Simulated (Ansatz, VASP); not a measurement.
## Re: VASP beside Ansatz

Contents of POSCAR:

```
Re
1.0
    2.7598270443      0.0000000000      0.0000000000
   -1.3799135221      2.3900803304      0.0000000000
    0.0000000000      0.0000000000      4.4572270891
Re
2
Direct
    0.3333333333      0.6666666667      0.2500000000
    0.6666666667      0.3333333333      0.7500000000
```

INCAR.step1

```
SYSTEM = Re
PREC = Accurate
ENCUT = 520
ISMEAR = -1
SIGMA = 0.2
LREAL = .False.
LASPH = .True.
NELM = 80
NBANDS = 14
GGA = PE
ALGO = Normal
EDIFF = 1E-4
LWAVE = .True.
LCHARG = .False.
```

INCAR.step2

```
SYSTEM = Re
PREC = Accurate
ENCUT = 520
EDIFF = 1E-6
ISMEAR = -1
SIGMA = 0.2
LREAL = .False.
LASPH = .True.
NELM = 80
ALGO = Normal
ISIF = 2
LWAVE = .False.
LCHARG = .False.
METAGGA = R2SCAN
LMIXTAU = .True.
NBANDS = 14
ISTART = 1
```

KPOINTS

```
Automatic mesh
0
Gamma
  13 13 7
  0 0 0
```

Input for Ansatz:

```yaml
crystal:
  lattice:
    - [2.7598270443, 0.0, 0.0]
    - [-1.3799135221, 2.3900803304, 0.0]
    - [0.0, 0.0, 4.4572270891]
  atoms:
    - { symbol: Re, position: [0.3333333333, 0.6666666667, 0.25] }
    - { symbol: Re, position: [0.6666666667, 0.3333333333, 0.75] }
hamiltonian:
  xc: r2scan
  pseudopotentials:
    kind: paw
    azcp:
      Re: "pseudopotentials/Re.paw.azcp"
basis:
  ecutwfc: 500
  fft_grid_basis: typed
kpoints:
  mp_grid: { grid: [13, 13, 7], shift: [0, 0, 0] }
magnetization:
  spin_polarized: false
scf:
  occupations: { method: fermi_dirac, width: 0.2 }
  lower_state_search: "off"
output:
  stress: true
  write_density: true
  write_potential: true
  elf: true
  volumetric_format: npy
```

Alike in both runs: task single point; functional r2SCAN; k mesh 13 × 13 × 7; occupations fermi-dirac, width 0.2 eV; no spin polarisation.

|  | VASP | Ansatz |
| --- | --- | --- |
| version | VASP 6.6.1 | Ansatz 0.2.0 |
| potentials or method | VASP PAW PBE potentials, release 64 (Re), cutoff 520 eV | plane waves (500 eV) with PAW, scalar-relativistic |
| valence electrons in the cell | 14 | 30 |

|  | VASP | Ansatz | Ansatz less VASP |
| --- | --- | --- | --- |
| pressure (GPa) | 0.7 | 0.6 | -0.08 |
| traceless stress, the component that is largest in VASP (GPa) | -0.51 | -0.46 | +0.056 |

VASP's potentials were made for PBE, not for r2SCAN. VASP's potentials hold 14 valence electrons a cell and Ansatz's 30, so a difference there can come from the potentials and not from the codes.

Spin-orbit coupling is off throughout.
